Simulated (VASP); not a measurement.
Ti: single point with PBE

The system is Ti.

```
Ti
1.0
     2.95000    0.00000    0.00000
    -1.47500    2.55477    0.00000
     0.00000    0.00000    4.68000
Ti
2
Direct
  0.66667 0.33333 0.75000
  0.33333 0.66667 0.25000
```

```
Program                : VASP 6.6.1
Task                   : single point
Functional             : PBE
Potentials or basis    : VASP PAW PBE potentials, release 64 (Ti_sv)
Cutoff                 : 520 eV
k mesh                 : 4 × 4 × 2
Occupations            : fermi-dirac, width 0.05 eV
Spin                   : no spin polarisation
Dipole correction      : no
Further INCAR settings : ALGO = Fast; EDIFF = 1e-07; NBANDS = 19
```

| Item | Value |
| --- | --- |
| Pressure | -1.6 GPa |
| Band gap on the k mesh | zero (band 12 reaches 8.96 eV, above the bottom of band 13 at 8.06 eV) |

Stress tensor (GPa, compression positive):
```
-1.13  0.00  0.00
 0.00 -1.13  0.00
 0.00  0.00 -2.61
```

Levels at points of the mesh, in eV from the Fermi level:
| k point | band 8 | band 9 | band 10 | band 11 | band 12 | band 13 | band 14 | band 15 | band 16 | band 17 |
| --- | --- | --- | --- | --- | --- | --- | --- | --- | --- | --- |
| (0.00, 0.00, 0.00) | -32.57 | -6.02 | -2.50 | 0.86 | 0.94 | 0.94 | 1.02 | 1.43 | 1.43 | 1.76 |
| (0.50, 0.00, 0.00) | -32.64 | -2.17 | -1.95 | -1.66 | -0.49 | 0.64 | 0.76 | 1.31 | 3.46 | 3.66 |
| (0.00, 0.00, 0.50) | -32.62 | -4.19 | -4.19 | 0.23 | 0.23 | 0.85 | 0.85 | 0.85 | 0.85 | 2.91 |
| (0.50, 0.00, 0.50) | -32.72 | -2.35 | -2.35 | -0.64 | -0.64 | 1.44 | 1.44 | 1.86 | 1.86 | 3.59 |

Wall time 13 s on 1 thread of Intel(R) Xeon(R) 6975P-C (Granite Rapids) (shared host), peak memory 0.14 GiB.

Caveat: the k points lie up to 0.67 Å⁻¹ apart.
